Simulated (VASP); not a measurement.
Write the native input for VASP 6.6.1 that does the following.

```yaml
Task: relaxation of the atoms
Functional: PBEsol
Potentials_or_basis: VASP PAW PBE potentials, release 64 (In_d, Ga_d, As)
Cutoff: 450 eV
k_mesh: 3 × 3 × 3
Occupations: gaussian, width 0.01 eV
Spin: no spin polarisation
Dipole_correction: no
Further_INCAR_settings: ALGO = Normal; EDIFF = 1e-07; IBRION = 2; EDIFFG = -0.005; NSW = 80
```

The structure of In3Ga5As8 lies in POSCAR:

```
In3Ga5As8
1.0
    0.0000000000      5.8052000000      5.8052000000
    5.8052000000      0.0000000000      5.8052000000
    5.8052000000      5.8052000000      0.0000000000
In Ga As
3 5 8
Direct
    0.0000000000      0.0000000000      0.0000000000
    0.0000000000      0.5000000000      0.0000000000
    0.5000000000      0.0000000000      0.0000000000
    0.0000000000      0.0000000000      0.5000000000
    0.0000000000      0.5000000000      0.5000000000
    0.5000000000      0.0000000000      0.5000000000
    0.5000000000      0.5000000000      0.0000000000
    0.5000000000      0.5000000000      0.5000000000
    0.1250000000      0.1250000000      0.1250000000
    0.1250000000      0.1250000000      0.6250000000
    0.1250000000      0.6250000000      0.1250000000
    0.1250000000      0.6250000000      0.6250000000
    0.6250000000      0.1250000000      0.1250000000
    0.6250000000      0.1250000000      0.6250000000
    0.6250000000      0.6250000000      0.1250000000
    0.6250000000      0.6250000000      0.6250000000
```

These files were run (other wordings do the same):

INCAR

```
SYSTEM = In3Ga5As8
PREC     = Accurate       ! precision mode
ENCUT    = 450            ! plane-wave cutoff, eV
EDIFF    = 1E-7           ! SCF threshold, eV
ISMEAR   = 0              ! smearing method
SIGMA    = 0.01           ! smearing width, eV
LREAL    = .FALSE.        ! projectors in reciprocal space
LASPH    = .TRUE.         ! aspherical terms in the spheres
NELM     = 120            ! most SCF steps
ALGO     = Normal         ! electronic algorithm
ISIF     = 2              ! what is computed and relaxed
LWAVE    = .FALSE.        ! write WAVECAR
LCHARG   = .FALSE.        ! write CHGCAR
GGA      = PS             ! functional
IBRION   = 2              ! ionic algorithm
NSW      = 80             ! ionic steps
EDIFFG   = -0.005         ! ionic threshold
GGA_COMPAT= .FALSE.      
NELMIN   = 4            
KPAR     = 4
```

KPOINTS

```
regular mesh
0
G
  3 3 3
  0 0 0
```

Potentials or basis: VASP PAW PBE potentials, release 64 (In_d, Ga_d, As).

The run is started by

```bash
$ cat potpaw_PBE.64/In_d/POTCAR potpaw_PBE.64/Ga_d/POTCAR potpaw_PBE.64/As/POTCAR > POTCAR
$ mpirun -np 4 vasp_std > vasp.out
```

It gave:

* Energy gained by relaxing: 32.4 meV/atom
* Ionic steps: 9
* Pressure after relaxing: 0.9 GPa
* Largest force after relaxing: 0.003 eV/Å
* Band gap on the k mesh: zero (filled and empty bands touch)

Caveat: semilocal functionals underestimate gaps, and a narrow one can read as zero; the PAW data sets were made with another functional, which shifts forces and pressure a little; spin-orbit coupling is left out, which moves the levels of the heavy elements.

Wall time 9.8 min on 4 MPI ranks on Intel(R) Xeon(R) Platinum 8175M CPU @ 2.50GHz (Skylake/Cascade Lake), with other jobs on the host, peak memory 0.62 GiB a rank.
